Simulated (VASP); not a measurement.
Set up this calculation in VASP 6.6.1, as the native input.

- Task: single point
- Functional: PBEsol
- Potentials or basis: VASP PAW PBE potentials, release 64 (Ca_sv, O)
- Cutoff: 520 eV
- k mesh: 9 × 9 × 6
- Occupations: gaussian, width 0.02 eV
- Spin: no spin polarisation
- Dipole correction: no
- Further INCAR settings: ALGO = Normal; EDIFF = 1e-06; NBANDS = 24

The structure of CaO (sol) lies in POSCAR:

```
CaO
1.0
    3.9563108128      0.0000000000      0.0000000000
   -1.9781554064      3.4262656691      0.0000000000
    0.0000000000      0.0000000000      4.7431808861
Ca O
2 2
Direct
    0.3333333333      0.6666666667      0.7500000000
    0.6666666667      0.3333333333      0.2500000000
    0.3333333333      0.6666666667      0.2500000000
    0.6666666667      0.3333333333      0.7500000000
```

These files were run (other wordings do the same):

INCAR

```
  PREC = Accurate
  ENCUT = 520
  EDIFF = 1E-6
  ISMEAR = 0
  SIGMA = 0.02
  LREAL = False
  LASPH = True
  NELM = 100
  ALGO = Normal
  ISIF = 2
  LWAVE = False
  LCHARG = False
  GGA = PS
  NBANDS = 24
```

KPOINTS

```
Automatic mesh
0
Gamma
  9 9 6
```

Potentials or basis: VASP PAW PBE potentials, release 64 (Ca_sv, O).

Launch:

```console
$ cat potpaw_PBE.64/Ca_sv/POTCAR potpaw_PBE.64/O/POTCAR > POTCAR
$ mpirun -np 1 vasp_std > vasp.out
```

It gave:

| Property | Result |
| --- | --- |
| Pressure | 0.5 GPa |
| Band gap on the k mesh | 3.12 eV, direct |

Caveat: the PAW data sets were made with another functional, which shifts forces and pressure a little.

Run time: 59 s on 1 thread of AMD EPYC 7R13 Processor (Zen 3), with other jobs on the host, peak memory 0.18 GiB.
